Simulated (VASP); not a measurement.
# Al7BN8 (P1) in VASP: single point with HSE06

Aim: the single point of Al7BN8 with HSE06.

All numbers are computed with VASP 6.6.1; they aren't measurements. Logs are shortened: lines on timing, memory, paths and dates and some standing lists are left out, and cuts for length are marked.

### Step 1. The cell of the first run

The typed cell holds 96 atoms: a = 9.144 Å, b = 10.559 Å, c = 9.790 Å, α = 90.00°, β = 90.00°, γ = 90.00°.

### Step 2. Single point, HSE06

Input file POSCAR:

```
Al7BN8
1.0
    9.1443680000      0.0000000000      0.0000000000
    0.0000000000     10.5590070000      0.0000000000
    0.0000000000      0.0000000000      9.7895800000
B Al N
6 42 48
Direct
    0.1621860000      0.0879770000      0.2486150000
    0.9944780000      0.8422040000      0.7540280000
    0.6758030000      0.8371810000      0.7459460000
    0.6738210000      0.1772510000      0.4859030000
    0.6672760000      0.1816170000      0.0021990000
    0.5064270000      0.4212030000      0.0041080000
    0.1650340000      0.0850190000      0.7506720000
    0.0057760000      0.3361730000      0.2545830000
    0.9966890000      0.3394050000      0.7560810000
    0.5064340000      0.0907310000      0.2478780000
    0.5114820000      0.0909060000      0.7538150000
    0.3302170000      0.3333340000      0.2488430000
    0.3375700000      0.3450070000      0.7558700000
    0.1680810000      0.5913830000      0.2496800000
    0.1601000000      0.5928710000      0.7483330000
    0.9929570000      0.8447860000      0.2496520000
    0.8360650000      0.0828280000      0.2445990000
    0.8291930000      0.0898370000      0.7394040000
    0.6651850000      0.3400690000      0.2385160000
    0.6627280000      0.3323420000      0.7437520000
    0.4969490000      0.5907850000      0.2447220000
    0.5005860000      0.5869780000      0.7574260000
    0.3337970000      0.8506220000      0.2479580000
    0.3320490000      0.8408990000      0.7451990000
    0.8359950000      0.5893200000      0.2461860000
    0.8237370000      0.5999410000      0.7429770000
    0.6610690000      0.8361490000      0.2470460000
    0.9948940000      0.1645150000      0.4855920000
    0.0071710000      0.1784570000      0.9974540000
    0.3445070000      0.1722520000      0.4858430000
    0.3360170000      0.1795930000      0.0068130000
    0.1740410000      0.4269540000      0.5034210000
    0.1772380000      0.4262260000      0.0036280000
    0.9880010000      0.6766680000      0.5015820000
    0.0063130000      0.6837400000      0.9908240000
    0.5031130000      0.4164050000      0.4934110000
    0.3390440000      0.6761740000      0.4993760000
    0.3296220000      0.6731500000      0.9950120000
    0.1580380000      0.9243920000      0.5041390000
    0.1572730000      0.9313040000      0.0041120000
    0.8395730000      0.4144220000      0.5029380000
    0.8259410000      0.4237880000      0.9968660000
    0.6595310000      0.6781680000      0.5036120000
    0.6629270000      0.6695770000      0.9926350000
    0.5038600000      0.9351700000      0.4963900000
    0.4990770000      0.9327430000      0.9860430000
    0.8171170000      0.9268700000      0.4990400000
    0.8197560000      0.9255310000      0.9812080000
    0.0120980000      0.1577980000      0.2039790000
    0.9998130000      0.1696870000      0.6868810000
    0.3141030000      0.1665180000      0.1996140000
    0.3337710000      0.1722860000      0.6875520000
    0.1674960000      0.4192440000      0.1895560000
    0.1692870000      0.4170530000      0.7045530000
    0.0111560000      0.6792400000      0.1844280000
    0.9927210000      0.6955750000      0.7010170000
    0.6738330000      0.1686450000      0.1640240000
    0.6695450000      0.1712200000      0.6567020000
    0.5018340000      0.4204490000      0.1817870000
    0.5007140000      0.4291990000      0.6893750000
    0.3325980000      0.6813000000      0.1883280000
    0.3365160000      0.6737340000      0.6936650000
    0.1560270000      0.9435760000      0.1979010000
    0.1413900000      0.9105810000      0.6913750000
    0.8315900000      0.4192850000      0.1862780000
    0.8325000000      0.4281530000      0.6964710000
    0.6712760000      0.6745200000      0.1819440000
    0.6615670000      0.6972220000      0.6885620000
    0.4974020000      0.9260000000      0.1849880000
    0.5184030000      0.9171820000      0.6948270000
    0.8284860000      0.9244300000      0.1819930000
    0.8316420000      0.9058840000      0.7045590000
    0.1641480000      0.0854850000      0.4240990000
    0.1806220000      0.0991350000      0.9363280000
    0.0062120000      0.3372060000      0.4452100000
    0.9956800000      0.3448120000      0.9407320000
    0.5213870000      0.1037990000      0.4321730000
    0.5164380000      0.1049330000      0.9492010000
    0.3376140000      0.3367720000      0.4461570000
    0.3595310000      0.3468750000      0.9489950000
    0.1666060000      0.5953560000      0.4439640000
    0.1686610000      0.5882550000      0.9378810000
    0.9887230000      0.8447900000      0.4419030000
    0.9954040000      0.8548920000      0.9216260000
    0.8064200000      0.0995070000      0.4386600000
    0.8160370000      0.1085700000      0.9388380000
    0.6798370000      0.3206560000      0.4346860000
    0.6455360000      0.3328380000      0.9512820000
    0.4936130000      0.5852200000      0.4411640000
    0.4974660000      0.5680460000      0.9520510000
    0.3325380000      0.8466910000      0.4353120000
    0.3220970000      0.8447430000      0.9369210000
    0.8259810000      0.5869330000      0.4403680000
    0.8339960000      0.5930710000      0.9304950000
    0.6648360000      0.8436350000      0.4364790000
    0.6556090000      0.8368510000      0.9167400000
```

Input file INCAR.step1:

```
SYSTEM = Al7BN8
PREC     = Accurate       ! precision mode
ENCUT    = 520            ! plane-wave cutoff, eV
EDIFF    = 1E-5           ! SCF threshold, eV
ISMEAR   = -1             ! smearing method
SIGMA    = 0.05           ! smearing width, eV
LREAL    = Auto         
LASPH    = .TRUE.         ! aspherical terms in the spheres
NELM     = 60             ! most SCF steps
ALGO     = Normal         ! electronic algorithm
ISIF     = 2              ! what is computed and relaxed
LWAVE    = .TRUE.         ! write WAVECAR
LCHARG   = .FALSE.        ! write CHGCAR
NBANDS   = 246            ! bands
GGA      = PE             ! functional
LUSENCCL = .FALSE.
```

Input file INCAR.step2:

```
SYSTEM = Al7BN8
PREC     = Accurate       ! precision mode
ENCUT    = 520            ! plane-wave cutoff, eV
EDIFF    = 1E-6           ! SCF threshold, eV
ISMEAR   = -1             ! smearing method
SIGMA    = 0.05           ! smearing width, eV
LREAL    = Auto         
LASPH    = .TRUE.         ! aspherical terms in the spheres
NELM     = 60             ! most SCF steps
ALGO     = Normal         ! electronic algorithm
ISIF     = 2              ! what is computed and relaxed
LWAVE    = .FALSE.        ! write WAVECAR
LCHARG   = .FALSE.        ! write CHGCAR
GGA      = PE             ! functional
LHFCALC  = .TRUE.         ! exact exchange
HFSCREEN = 0.2079         ! screening, 1/A
PRECFOCK = Fast         
NBANDS   = 246            ! bands
ISTART   = 1            
LUSENCCL = .FALSE.
```

Input file KPOINTS:

```
Automatic mesh
0
G
  1 1 1
  0 0 0
```

Potentials or basis: VASP PAW PBE potentials, release 64 (B, Al, N).

Started as:

```sh
cat potpaw_PBE.64/B/POTCAR potpaw_PBE.64/Al/POTCAR potpaw_PBE.64/N/POTCAR > POTCAR
cp INCAR.step1 INCAR
mpirun -np 1 vasp_gam > vasp.out
cp INCAR.step2 INCAR
mpirun -np 1 vasp_gam > vasp.out
```

OUTCAR:

```text
SYSTEM = Al7BN8
   PREC = Accurate
   ENCUT = 520
   EDIFF = 1E-6
   ISMEAR = -1
   LREAL = Auto
   LASPH = .TRUE.
   NELM = 60
   ISIF = 2
   GGA = PE
   LHFCALC = .TRUE.
   HFSCREEN = 0.2079
   PRECFOCK = Fast
   ISTART = 1

 ion  position               nearest neighbor table
   1  0.162  0.088  0.249-  63 1.60  49 1.62  51 1.69  73 1.72
   2  0.994  0.842  0.754-  56 1.63  64 1.64  84 1.65  72 1.70
   3  0.676  0.837  0.746-  68 1.59  72 1.65  96 1.68  70 1.74
   4  0.674  0.177  0.486-  85 1.54  87 1.60  58 1.67  77 1.68
   5  0.667  0.182  0.002-  57 1.59  78 1.68  86 1.68  88 1.68
   6  0.506  0.421  0.004-  90 1.63  80 1.65  88 1.66  59 1.74
   7  0.165  0.085  0.751-  74 1.83  50 1.86  52 1.90  64 1.94  39 2.95  40 2.97  29 2.98  24 3.00
                            18 3.07   9 3.10  31 3.12  28 3.14  13 3.17  11 3.17  30 3.20
   8  0.006  0.336  0.255-  53 1.83  75 1.87  65 1.94  49 1.95  28 2.90  12 2.97  41 2.98  29 3.02
                            32 3.04  33 3.07  14 3.08  25 3.09  17 3.09  19 3.12  42 3.15
   9  0.997  0.339  0.756-  76 1.81  54 1.85  66 1.86  50 1.92  29 2.91  42 2.96  41 2.97  18 3.05
                            20 3.06  15 3.07  33 3.07   7 3.10  32 3.10  13 3.12  26 3.18  28 3.23
  10  0.506  0.091  0.248-  77 1.81  69 1.85  57 1.92  51 1.99  30 2.89  45 2.94  31 2.98  23 2.99
                            19 3.01  17 3.02  12 3.03  27 3.04  46 3.06
  11  0.511  0.091  0.754-  78 1.92  70 1.92  58 1.93  52 1.95  46 2.82  20 2.90  18 2.91  45 3.01
                            31 3.10  24 3.11  13 3.12  30 3.15   7 3.17
  12  0.330  0.333  0.249-  51 1.83  53 1.84  79 1.93  59 1.93  31 2.87  30 2.88  33 2.95   8 2.97
                            36 3.00  10 3.03  32 3.04  19 3.07  14 3.10  21 3.12
  13  0.338  0.345  0.756-  54 1.79  60 1.85  80 1.90  52 1.94  22 2.96  33 2.96  20 2.98  31 3.01
                            32 3.02  36 3.08  15 3.08   9 3.12  11 3.12   7 3.17  30 3.21
  14  0.168  0.591  0.250-  55 1.82  61 1.88  81 1.90  53 1.91  33 2.97  21 3.01  38 3.02  32 3.03
                            37 3.04  25 3.04   8 3.08  35 3.09  34 3.10  12 3.10  16 3.12  23 3.13
  15  0.160  0.593  0.748-  82 1.86  62 1.90  54 1.91  56 1.93  35 2.92  32 2.97  38 2.99  34 3.02
                            24 3.05  33 3.06  37 3.06   9 3.07  26 3.08  13 3.08  22 3.12
  16  0.993  0.845  0.250-  71 1.85  55 1.87  83 1.88  63 1.89  17 2.89  40 2.98  39 3.03  27 3.04
                            34 3.04  47 3.05  35 3.05  25 3.06  23 3.12  14 3.12  48 3.18
  17  0.836  0.083  0.245-  71 1.78  49 1.84  57 1.91  85 1.93  16 2.89  28 2.90  47 2.99  10 3.02
                            29 3.05  27 3.06  48 3.07   8 3.09  19 3.13
  18  0.829  0.090  0.739-  50 1.85  58 1.88  86 1.97  72 1.97  11 2.91  47 2.92  48 2.94  20 2.98
                            28 3.02   9 3.05   7 3.07  29 3.15
  19  0.665  0.340  0.239-  59 1.81  65 1.81  87 1.94  57 1.95  42 2.92  10 3.01  36 3.01  25 3.06
                            21 3.06  12 3.07   8 3.12  17 3.13  41 3.14
  20  0.663  0.332  0.744-  60 1.88  58 1.90  66 1.91  88 2.04  11 2.90  13 2.98  18 2.98  41 2.99
                            36 2.99  42 3.05   9 3.06  22 3.07  26 3.19
  21  0.497  0.591  0.245-  61 1.86  59 1.90  67 1.92  89 1.92  27 2.99  14 3.01  38 3.01  44 3.01
                            37 3.02  36 3.05  19 3.06  43 3.08  25 3.10  12 3.12  23 3.12
  22  0.501  0.587  0.757-  60 1.79  62 1.87  90 1.92  68 1.99  44 2.88  38 2.95  13 2.96  26 2.96
                            43 3.04  20 3.07  37 3.07  24 3.09  15 3.12  36 3.15
  23  0.334  0.851  0.248-  69 1.80  91 1.83  61 1.88  63 1.96  10 2.99  27 3.00  40 3.00  45 3.02
                            37 3.07  39 3.08  46 3.10  38 3.11  16 3.12  21 3.12  14 3.13
  24  0.332  0.841  0.745-  62 1.84  92 1.88  70 1.95  64 1.96  37 2.97  46 2.97  39 2.98   7 3.00
[... 405 lines left out ...]
  volume/ion in A,a.u.               =       9.85        66.45
  Fermi-wavevector in a.u.,A,eV,Ry     =   1.212472  2.291239 20.001758  1.470088
  Thomas-Fermi vector in A             =   2.347955
   LORBIT       =      0    0 simple, 1 ext, 2 COOP (PROOUT), +10 PAW based schemes
   GGA     = PE    functional components
   LHFCALC =     T    Hartree Fock is set to
   PRECFOCK=fast      Normal, Fast or Accurate (Low or Medium for compatibility)
   ENCUT4O =  -1.0   cutoff for four orbital integrals eV
   NKREDX  =     1    reduce k-point grid by
   NKREDY  =     1    reduce k-point grid by
   NKREDZ  =     1    reduce k-point grid by
   AEXX    =    0.2500 exact exchange contribution
   HFSCREEN=    0.2079 screening length (either q_TF or 0.3 A-1)
   HFSCREENC=   0.2079 screening length for correlation (either q_TF or 0.3 A-1)
   ENCUTFOCK=  -1.0 apply spherical cutoff to Coloumb kernel
   IVDW    =     0    specifies the selected vdW correction
   LEPSILON=     F    determine dielectric tensor
   LRPA    =     F    only Hartree local field effects (RPA)
 non-spin polarized calculation
  energy-cutoff  :      520.00
  volume of cell :      945.24
 maximum number of plane-waves:     12731
 NGX is ok and might be reduce to    70
  NGX = 36; NGY = 42; NGZ = 40

 number of electron     383.9999989 magnetization

 Free energy of the ion-electron system (eV)
  ---------------------------------------------------
  ext. energy  EPLUGINS =         0.00000000
  ---------------------------------------------------
  free energy    TOTEN  =      -839.48361738 eV

  energy without entropy =     -839.48361738  energy(sigma->0) =     -839.48361738

 E-fermi :   6.8299     XC(G=0):  -9.1341

 val. band max:        5.6214054661   @ k =   0.0000   0.0000   0.0000
 cond. band min:      10.9958856455   @ k =   0.0000   0.0000   0.0000
 fundamental gap:      5.3744801794
 Fermi energy:         6.8299492086

 k-point     1 :       0.0000    0.0000    0.0000
  band No.  band energies     occupation
      1     -11.9172      2.00000
      2     -11.3029      2.00000
      3     -11.1989      2.00000
      4     -11.0178      2.00000
      5     -10.8509      2.00000
      6     -10.7262      2.00000
[... 196 lines left out ...]
    203      12.4637      0.00000
    204      12.5125      0.00000
 [bands above 204 left out]

------------------------ aborting loop because EDIFF is reached ----------------------------------------

  FORCE on cell =-STRESS in cart. coord.  units (eV):
  Direction    XX          YY          ZZ          XY          YZ          ZX
  --------------------------------------------------------------------------------------
  -------------------------------------------------------------------------------------
  Total       -3.3706727    -15.4389490    -16.1867862     -1.4075942      0.7705081      1.2286331
  in kB       -5.7132909    -26.1690214    -27.4366056     -2.3858724      1.3060114      2.0825333
  external PRESSURE =     -19.7729726 kB  Pullay stress =       0.0000000 kB

 VOLUME and BASIS-vectors are now :
 -----------------------------------------------------------------------------
  energy-cutoff  :      520.00
  volume of cell :      945.24
      direct lattice vectors                 reciprocal lattice vectors
     9.144368000  0.000000000  0.000000000     0.109356929  0.000000000  0.000000000
     0.000000000 10.559007000  0.000000000     0.000000000  0.094705875  0.000000000
     0.000000000  0.000000000  9.789580000     0.000000000  0.000000000  0.102149428

 POSITION                                       TOTAL-FORCE (eV/Angst)
 -----------------------------------------------------------------------------------
      1.48309      0.92895      2.43384        -0.179298     -0.212722      0.969458
      9.09387      8.89284      7.38162        -0.453092     -0.363570     -0.304371
      6.17979      8.83980      7.30250        -0.976341      0.145958      0.914942
      6.16167      1.87159      4.75679        -0.940502     -0.122932      0.968763
      6.10182      1.91770      0.02153        -0.559510     -0.740324      0.307408
      4.63095      4.44749      0.04022        -1.070244     -1.176090      0.012439
[... 88 lines left out ...]
      6.07951      8.90795      4.27295        -1.472925     -1.081598     -0.583561
      5.99513      8.83632      8.97450         0.586045     -0.246200     -0.363982
 -----------------------------------------------------------------------------------
    total drift:                                0.001678     -0.029342      0.002838

  FREE ENERGIE OF THE ION-ELECTRON SYSTEM (eV)
  ---------------------------------------------------
  free  energy   TOTEN  =      -839.4836173818 eV

  energy  without entropy=     -839.4836173817  energy(sigma->0) =     -839.48361738
```

It took 4.4 min on 1 × NVIDIA H100 80GB with 1 thread of Intel Xeon Platinum 8481C at 2.70GHz (Sapphire Rapids), shared host; peak memory 1.6 GiB.

Results:

| Item | Value |
| --- | --- |
| Free energy | -839.4836 eV |
| Pressure | -2.0 GPa |
| Largest force | 2.746 eV/Å |
| Band gap on the k mesh | 5.37 eV |

Forces in eV/Å, atoms in the order of the input:
```
B   -0.179 -0.213  0.969
B   -0.453 -0.364 -0.304
B   -0.976  0.146  0.915
B   -0.941 -0.123  0.969
B   -0.560 -0.740  0.307
B   -1.070 -1.176  0.012
Al   0.142  0.501 -1.109
Al  -0.981 -0.512 -0.580
Al   0.354 -0.511 -1.206
Al  -0.097  0.458 -1.971
Al  -0.584  0.402 -1.096
Al   0.595  0.778  0.296
Al   0.896 -1.460  0.014
Al   0.471  0.078  0.085
Al   0.384  0.331 -0.088
Al   0.509  0.326  0.260
Al  -1.259  1.538 -0.394
Al   0.051 -0.371  0.772
Al   0.823 -1.993  0.259
Al  -0.044  0.640  0.699
Al   0.480 -0.126 -0.317
Al  -0.028  1.229 -0.274
Al  -1.445 -0.125 -0.493
Al  -0.107  0.014  0.354
Al   0.193  0.025 -0.335
Al   0.887  0.413  0.620
Al   0.534  1.213 -0.639
Al   0.311  0.983  1.184
Al  -1.358 -0.682  0.708
Al  -1.626 -0.865  1.635
Al   1.725  0.068  0.001
Al  -0.547 -0.979  0.728
Al  -0.511 -0.553 -1.261
Al   1.061  0.818  0.490
Al  -1.209 -0.730 -0.440
Al   1.279  0.104  1.033
Al  -1.132  0.611  0.436
Al   0.898  0.284  0.537
Al  -0.040 -0.484 -1.435
Al   0.825  0.507 -0.497
Al  -0.891  0.520 -0.205
Al  -0.213  0.036 -0.420
Al   0.023 -0.287 -1.164
Al   0.389  0.289 -0.187
Al   0.026 -0.771  0.665
Al  -0.200 -0.879  0.838
Al   1.854  0.158  1.367
Al  -0.004  1.092  0.511
N    1.435  1.194 -0.946
N   -0.219 -0.028 -0.326
N    0.040 -1.212  0.126
N    0.745 -0.904 -0.115
N    0.093  1.049  0.877
N   -1.007  1.862 -1.750
N   -1.605 -0.155  0.138
N    0.614 -0.577 -0.539
N   -0.674  1.164  0.418
N   -0.319  0.436  0.799
N   -1.232  0.371 -1.085
N    0.792 -1.313 -0.991
N   -0.027 -0.556  0.114
N   -0.532 -0.416 -0.244
N    1.062 -0.042 -0.580
N    0.540  0.771  0.954
N    1.477  0.821  0.621
N   -0.480 -0.377 -0.803
N   -0.749 -0.650  0.777
N   -0.067 -0.876  1.499
N    0.734 -0.176 -0.525
N    0.082  0.521 -0.220
N   -0.412 -1.711 -0.766
N   -0.457  0.702 -0.533
N    0.791  0.480 -0.607
N   -2.029 -0.651  0.521
N    0.450  0.501 -0.370
N    1.392 -0.342  1.204
N    0.390 -0.150  1.104
N    0.494  0.091 -0.708
N   -0.675  1.193 -1.753
N   -0.895  0.948  0.722
N   -0.692 -0.293  0.191
N   -0.585  0.847  0.211
N   -0.256 -0.029 -0.666
N    0.135 -1.049 -0.369
N    1.454 -0.813 -0.092
N   -0.297 -0.001 -0.212
N   -1.567  0.251  0.429
N    1.083  0.392 -0.433
N    1.595  0.288 -1.056
N    0.688  0.035 -0.340
N    0.384  0.165  1.818
N    0.961  0.050  0.447
N    0.191 -0.112  0.317
N   -0.215  0.005  1.437
N   -1.473 -1.082 -0.584
N    0.586 -0.246 -0.364
```

Stress tensor (GPa, compression positive):
```
-0.57 -0.24  0.21
-0.24 -2.62  0.13
 0.21  0.13 -2.74
```

Levels at points of the mesh, in eV from the valence-band top:
```tsv
k point	band 188	band 189	band 190	band 191	band 192	band 193	band 194	band 195	band 196	band 197
(0.00, 0.00, 0.00)	-0.49	-0.45	-0.26	-0.23	0.00	5.37	5.91	5.99	6.05	6.14
```

Caveat: the k points lie up to 0.69 Å⁻¹ apart; the PAW data sets were made with another functional, which shifts forces and pressure a little. A k mesh can miss the band edges.
